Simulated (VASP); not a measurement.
HfO2: single point with PBEsol+D3(BJ)

Crystal: HfO2.

```
Hf O
1.0
     0.00000    2.57444    2.57444
     2.57444    0.00000    2.57444
     2.57444    2.57444    0.00000
Hf O
1 2
Direct
  0.00000 0.00000 0.00000
  0.75000 0.75000 0.75000
  0.25000 0.25000 0.25000
```

This cell differs from its parent crystal: volume scaled by 1.02.

```yaml
Program: VASP 6.6.1
Task: single point
Functional: PBEsol
Dispersion: D3(BJ)
Potentials_or_basis: VASP PAW PBE potentials, release 64 (Hf_pv, O)
Cutoff: 520 eV
k_mesh: 9 × 9 × 9
Occupations: fermi-dirac, width 0.05 eV
Spin: collinear spin, zero start
Starting_moments: "[0.0, 0.0, 0.0] μB"
Fixed_moment: 0 μB
Dipole_correction: no
Further_INCAR_settings: ALGO = Normal; EDIFF = 1e-06; NBANDS = 22
```

```yaml
Pressure: -20.7 GPa
Net_moment: 0.00 μB per cell
Valence_electrons_inside_the_program's_atomic_spheres: Hf 8.12; O 5.06
Dispersion_energy_per_atom: -0.216 eV
```

Run time: 92 s on 1 thread of Intel Xeon 8259CL (shared host), peak memory 0.21 GiB.

Caveat: three body term missing; the PAW data sets were made with another functional, which shifts forces and pressure a little; the total moment is fixed, so each spin has its own Fermi level.
